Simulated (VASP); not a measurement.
# Sr (P6/mmm) in VASP: single point with PBEsol

Aim: the single point of Sr with PBEsol.

All numbers are computed with VASP 6.6.1; they aren't measurements. Logs are shortened: lines on timing, memory, paths and dates and some standing lists are left out, and cuts for length are marked.

**1. The cell of the first run**

Symmetry: P6/mmm, No. 191, hexagonal system. The conventional cell has a = 10.988 Å, b = 10.988 Å, c = 4.421 Å, α = 90.00°, β = 90.00°, γ = 120.00°. Sr (site symmetry 6/mmm) has 2 Sr at 4.42 Å within 5.8 Å.

This isn't the form of Sr at room conditions, which is fcc.

**2. Single point, PBEsol, non-collinear spin, zero start, spin-orbit coupling**

Input file INCAR:

```
SYSTEM = Sr
  PREC = Accurate
  ENCUT = 520
  EDIFF = 1E-6
  ISMEAR = 1
  SIGMA = 0.15
  LREAL = .FALSE.
  LASPH = .TRUE.
  NELM = 150
  ALGO = Normal
  ISIF = 2
  LWAVE = .FALSE.
  LCHARG = .FALSE.
  MAGMOM = 0 0 0
  LORBIT = 11
  LSORBIT = .TRUE.
  GGA_COMPAT = .FALSE.
  LORBMOM = .TRUE.
  GGA = PS
  NBANDS = 21
```

Input file KPOINTS:

```
Automatic mesh
0
G
  3 3 6
  0 0 0
```

Input file POSCAR:

```
Sr
1.0
   10.9876300000      0.0000000000      0.0000000000
   -5.4938150000      9.5155667074      0.0000000000
    0.0000000000      0.0000000000      4.4211120000
Sr
1
Direct
    0.0000000000      0.0000000000      0.0000000000
```

Potentials or basis: VASP PAW PBE potentials, release 64 (Sr_sv).

The run is started by

```sh
$ cat potpaw_PBE.64/Sr_sv/POTCAR > POTCAR
$ mpirun -np 1 vasp_ncl > vasp.out
```

OUTCAR:

```text
SYSTEM = Sr
   PREC = Accurate
   ENCUT = 520
   EDIFF = 1E-6
   ISMEAR = 1
   LREAL = .FALSE.
   LASPH = .TRUE.
   NELM = 150
   ISIF = 2
   LORBIT = 11
   LSORBIT = .TRUE.
   GGA = PS

 ion  position               nearest neighbor table
   1  0.000  0.000  0.000-

  LATTYP: Found a hexagonal cell.
 ALAT       =    10.9876300000
 C/A-ratio  =     0.4023717581

  Lattice vectors:

 A1 = (  10.9876300000,   0.0000000000,   0.0000000000)
 A2 = (  -5.4938150000,   9.5155667074,   0.0000000000)
 A3 = (   0.0000000000,   0.0000000000,   4.4211120000)

Analysis of symmetry for initial positions (statically):
=====================================================================
 Subroutine PRICEL returns:
 Original cell was already a primitive cell.

 Routine SETGRP: Setting up the symmetry group for a
 hexagonal supercell.

 Subroutine GETGRP returns: Found 24 space group operations
 (whereof 24 operations were pure point group operations)
 out of a pool of 24 trial point group operations.

The static configuration has the point symmetry D_6h.

Analysis of symmetry for dynamics (positions and initial velocities):
=====================================================================
 Subroutine PRICEL returns:
 Original cell was already a primitive cell.

 Routine SETGRP: Setting up the symmetry group for a
 hexagonal supercell.

 Subroutine GETGRP returns: Found 24 space group operations
 (whereof 24 operations were pure point group operations)
 out of a pool of 24 trial point group operations.

The dynamic configuration has the point symmetry D_6h.

Analysis of structural, dynamic, and magnetic symmetry:
=====================================================================
 Subroutine PRICEL returns:
 Original cell was already a primitive cell.

 Routine SETGRP: Setting up the symmetry group for a
 hexagonal supercell.

 Subroutine GETGRP returns: Found 24 space group operations
 (whereof 24 operations were pure point group operations)
 out of a pool of 24 trial point group operations.

The overall configuration has the point symmetry D_6h.

 Subroutine INISYM returns: Found 24 space group operations
 (whereof 24 operations are pure point group operations),
 and found     1 'primitive' translations

----------------------------------------------------------------------------------------

                                     Primitive cell

  volume of cell :     462.2428

  direct lattice vectors                    reciprocal lattice vectors
    10.987630000  0.000000000  0.000000000     0.091011437  0.052545478  0.000000000
    -5.493815000  9.515566707  0.000000000     0.000000000  0.105090956  0.000000000
     0.000000000  0.000000000  4.421112000     0.000000000  0.000000000  0.226187439

  length of vectors
    10.987630000 10.987630000  4.421112000     0.105090956  0.105090956  0.226187439

  position of ions in fractional coordinates (direct lattice)
     0.000000000  0.000000000  0.000000000

  ion indices of the primitive-cell ions
   primitive index   ion index
                 1           1

----------------------------------------------------------------------------------------

 KPOINTS: Automatic mesh

Automatic generation of k-mesh.
 Grid dimensions read from file:
 generate k-points for:    3    3    6

 Generating k-lattice:

  Cartesian coordinates                     Fractional coordinates (reciprocal lattice)
     0.030337146  0.017515159  0.000000000     0.333333333 -0.000000000  0.000000000
     0.000000000  0.035030319  0.000000000     0.000000000  0.333333333  0.000000000
     0.000000000  0.000000000  0.037697906     0.000000000  0.000000000  0.166666667

  Length of vectors
     0.035030319  0.035030319  0.037697906

  Shift w.r.t. Gamma in fractional coordinates (k-lattice)
[... 36 lines left out ...]
   LASPH  =      T    aspherical Exc in radial PAW
   ENCUT  =  520.0 eV  38.22 Ry    6.18 a.u.  20.43 20.43  8.22*2*pi/ulx,y,z
   NELM   =    150;   NELMIN=  2; NELMDL= -5     # of ELM steps
   EDIFF  = 0.1E-05   stopping-criterion for ELM
   LREAL  =      F    real-space projection
   EDIFFG = 0.1E-04   stopping-criterion for IOM
   NSW    =      0    number of steps for IOM
   IBRION =     -1    ionic relax: 0-MD 1-quasi-New 2-CG
   NFREE  =      0    steps in history (QN), initial steepest desc. (CG)
   ISIF   =      2    stress and relaxation
   ISYM   =      2    0-nonsym 1-usesym 2-fastsym
   POTIM  = 0.5000    time-step for ionic-motion
   TEBEG  =    0.0;   TEEND  =   0.0 temperature during run
   PSTRESS=    0.0 pullay stress
   NELECT =      10.0000    total number of electrons
   NUPDOWN=      -1.0000    fix difference up-down
   EMIN   =  10.00;   EMAX   =-10.00  energy-range for DOS
   EFERMI =   0.00;   METHOD = LEGACY
   ISMEAR =     1;   SIGMA  =   0.15  broadening in eV -4-tet -1-fermi 0-gaus
   EFERMI_NEDOS =   21; number of points for ismear=-14 and -15
   IALGO  =     38    algorithm
   IMIX   =      4    mixing-type and parameters
     AMIX     =   0.40;   BMIX     =  1.00
     AMIX_MAG =   1.60;   BMIX_MAG =  1.00
  volume/ion in A,a.u.               =     462.24      3119.37
  Fermi-wavevector in a.u.,A,eV,Ry     =   0.456161  0.862019  2.831138  0.208083
  Thomas-Fermi vector in A             =   1.440167
   LORBIT       =     11    0 simple, 1 ext, 2 COOP (PROOUT), +10 PAW based schemes
   GGA     = PS    functional components
   LHFCALC =     F    Hartree Fock is set to
   AEXX    =    0.0000 exact exchange contribution
   IVDW    =     0    specifies the selected vdW correction
   LEPSILON=     F    determine dielectric tensor
   LRPA    =     F    only Hartree local field effects (RPA)
 Methfessel and Paxton  Order N= 1 SIGMA  =   0.15
  energy-cutoff  :      520.00
  volume of cell :      462.24
 maximum number of plane-waves:     25112
 NGX is ok and might be reduce to    84
   NGX = 41   NGY = 41   NGZ = 17

 number of electron      10.0000000 magnetization       0.0000000      0.0000000      0.0000000

 number of electron      10.0000000 magnetization      -0.0000000     -0.0000000     -0.0000000

 number of electron      10.0000000 magnetization      -0.0000000      0.0000000      0.0000000

 number of electron      10.0000000 magnetization      -0.0000000     -0.0000000      0.0000000

 Free energy of the ion-electron system (eV)
  ---------------------------------------------------
  ext. energy  EPLUGINS =         0.00000000
  ---------------------------------------------------
  free energy    TOTEN  =        -0.37189897 eV

  energy without entropy =       -0.38676758  energy(sigma->0) =       -0.37685518

 E-fermi :  -1.3977     XC(G=0):  -2.1429

 val. band max:       -1.6657166165   @ k =   0.3333   0.3333   0.5000
 cond. band min:      -1.3350938443   @ k =   0.0000   0.0000   0.5000
 fundamental gap:      0.3306227722
 Fermi energy:        -1.3977450172

 k-point     1 :       0.0000    0.0000    0.0000
  band No.  band energies     occupation
      1     -39.8327      1.00000
      2     -39.8327      1.00000
      3     -22.5538      1.00000
      4     -22.5538      1.00000
      5     -21.4504      1.00000
      6     -21.4504      1.00000
[... 277 lines left out ...]
     20      -0.1332     -0.00000
     21       0.5848     -0.00000

------------------------ aborting loop because EDIFF is reached ----------------------------------------

  FORCE on cell =-STRESS in cart. coord.  units (eV):
  Direction    XX          YY          ZZ          XY          YZ          ZX
  --------------------------------------------------------------------------------------
  -------------------------------------------------------------------------------------
  Total       -0.0024793     -0.0024793      0.4075064      0.0000000     -0.0000000      0.0000000
  in kB       -0.0085934     -0.0085934      1.4124557      0.0000000     -0.0000000      0.0000000
  external PRESSURE =       0.4650896 kB  Pullay stress =       0.0000000 kB

 VOLUME and BASIS-vectors are now :
 -----------------------------------------------------------------------------
  energy-cutoff  :      520.00
  volume of cell :      462.24
      direct lattice vectors                 reciprocal lattice vectors
    10.987630000  0.000000000  0.000000000     0.091011437  0.052545478  0.000000000
    -5.493815000  9.515566707  0.000000000     0.000000000  0.105090956  0.000000000
     0.000000000  0.000000000  4.421112000     0.000000000  0.000000000  0.226187439

 POSITION                                       TOTAL-FORCE (eV/Angst)
 -----------------------------------------------------------------------------------
      0.00000      0.00000      0.00000        -0.000000      0.000000      0.000000
 -----------------------------------------------------------------------------------
    total drift:                                0.000000     -0.000000     -0.000000

  FREE ENERGIE OF THE ION-ELECTRON SYSTEM (eV)
  ---------------------------------------------------
  free  energy   TOTEN  =        -0.3718989743 eV

  energy  without entropy=       -0.3867675822  energy(sigma->0) =       -0.37685518

 orbital moment (x)

 # of ion     p       d       tot
 ----------------------------------------
  1         0.000  -0.000   0.000
 ----------------------------------------
            0.000  -0.000   0.000

 orbital moment (y)

 # of ion     p       d       tot
 ----------------------------------------
  1         0.000   0.000   0.000
 ----------------------------------------
            0.000   0.000   0.000

 orbital moment (z)

 # of ion     p       d       tot
 ----------------------------------------
  1         0.000  -0.000  -0.000
 ----------------------------------------
            0.000  -0.000  -0.000

 Spin-Orbit-Coupling matrix elements

 Ion:    1  E_soc:     -0.1782130
 l=   1
     0.0000000    -0.0298061    -0.0294720
    -0.0298061     0.0000000    -0.0298061
    -0.0294720    -0.0298061     0.0000000
 l=   2
     0.0000000     0.0000011     0.0000000     0.0000011     0.0000001
     0.0000011     0.0000000    -0.0000211     0.0000154     0.0000011
     0.0000000    -0.0000211     0.0000000    -0.0000211     0.0000000
     0.0000011     0.0000154    -0.0000211     0.0000000     0.0000011
     0.0000001     0.0000011     0.0000000     0.0000011     0.0000000
 l=   3
     0.0000000     0.0000000     0.0000000     0.0000000     0.0000000     0.0000000     0.0000000
     0.0000000     0.0000000     0.0000000     0.0000000     0.0000000     0.0000000     0.0000000
     0.0000000     0.0000000     0.0000000     0.0000000     0.0000000     0.0000000     0.0000000
     0.0000000     0.0000000     0.0000000     0.0000000     0.0000000     0.0000000     0.0000000
     0.0000000     0.0000000     0.0000000     0.0000000     0.0000000     0.0000000     0.0000000
     0.0000000     0.0000000     0.0000000     0.0000000     0.0000000     0.0000000     0.0000000
     0.0000000     0.0000000     0.0000000     0.0000000     0.0000000     0.0000000     0.0000000

 total charge

# of ion       s       p       d       tot
------------------------------------------
    1        2.129   5.643   0.019   7.791

 magnetization (x)

# of ion       s       p       d       tot
------------------------------------------
    1        0.000   0.000   0.000   0.000

 magnetization (y)

# of ion       s       p       d       tot
------------------------------------------
    1        0.000   0.000  -0.000   0.000

 magnetization (z)

# of ion       s       p       d       tot
------------------------------------------
    1        0.000  -0.000   0.000  -0.000
```

Run time: 13 min. Hardware: 1 thread of AMD EPYC 7R43 (Zen 3), shared host; peak memory 1.4 GiB.

Results:

| Quantity | Value |
| --- | --- |
| Free energy | -0.3719 eV |
| Pressure | 0.0 GPa |
| Net moment | 0.00 μB per cell |
| Valence electrons inside the program's atomic spheres | Sr 7.79 |

Moments on the atoms (μB; x, y, z):
```
Sr  0.00 0.00 0.00
```

Caveat: the PAW data sets were made with another functional, which shifts forces and pressure a little.
